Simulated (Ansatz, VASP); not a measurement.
# One calculation of CdSe, two programs

The input POSCAR:

```
CdSe
1.0
    0.0000000000      2.8739580000      2.8739580000
    2.8739580000      0.0000000000      2.8739580000
    2.8739580000      2.8739580000      0.0000000000
Cd Se
1 1
Direct
    0.0000000000      0.0000000000      0.0000000000
    0.5000000000      0.5000000000      0.5000000000
```

INCAR.step1

```
ALGO = Normal
EDIFF = 1E-5
ENCUT = 600
GGA = PE
ISMEAR = -1
LASPH = True
LCHARG = False
LREAL = False
LWAVE = True
NBANDS = 16
NELM = 100
PREC = Accurate
SIGMA = 0.05
```

The input INCAR.step2:

```
AEXX = 0.25
ALGO = Normal
EDIFF = 1E-7
EDIFFG = -0.01
ENCUT = 600
GGA = PS
IBRION = 2
ISIF = 3
ISMEAR = -1
ISTART = 1
LASPH = True
LCHARG = False
LHFCALC = True
LREAL = False
LWAVE = False
NELM = 100
NSW = 60
PREC = Accurate
PRECFOCK = Normal
SIGMA = 0.05
```

KPOINTS

```
k-points
0
Gamma
  4 4 4
```

input

```
crystal:
  lattice:
    - [0.0, 2.873958, 2.873958]
    - [2.873958, 0.0, 2.873958]
    - [2.873958, 2.873958, 0.0]
  atoms:
    - { symbol: Cd, position: [0.0, 0.0, 0.0] }
    - { symbol: Se, position: [0.5, 0.5, 0.5] }
hamiltonian:
  xc: { exchange: pbesol, correlation: pbesol, exx: { coeff: 0.25 } }
  pseudopotentials: { kind: paw }
kpoints:
  mp_grid: { grid: [4, 4, 4] }
scf:
  occupations: { method: fermi_dirac, width: 0.05 }
output:
  forces: true
  stress: true
  eigenvalues: true
  write_density: true
  write_potential: true
  elf: true
  volumetric_format: npy
relax:
  f_tol: 0.01
  max_steps: 40
  cell: { stress_tol: 0.05 }
```

Alike in both runs: task relaxation of cell and atoms; functional PBEsol-based global hybrid; k mesh 4 × 4 × 4; occupations fermi-dirac, width 0.05 eV; no spin polarisation.

|  | VASP | Ansatz |
| --- | --- | --- |
| version | VASP 6.6.1 | Ansatz 0.2.0 |
| potentials or method | VASP PAW PBE potentials, release 64 (Cd, Se) | Ansatz PAW |
| plane-wave cutoff (eV) | 600 | 420 |
| valence electrons in the cell | 18 | 36 |

```csv
,VASP,Ansatz,Ansatz less VASP
"gap on the k mesh at the Fermi level, each at its own relaxed structure (eV)",1.00,0.94,-0.056
relaxed volume (Å³/atom),22.30,22.27,-0.030
relaxed cell length with the largest relative difference (Å),3.981,3.979,-0.0018
```

VASP's potentials were made for PBE, not for PBEsol-based global hybrid. VASP's potentials hold 18 valence electrons a cell and Ansatz's 36, so a difference there can come from the potentials and not from the codes.

The k mesh is coarse, so the values compare programs but aren't converged. Noted on Ansatz's run: the plane-wave basis is chosen anew once the cell has moved, so the energies of steps on either side of that aren't comparable.
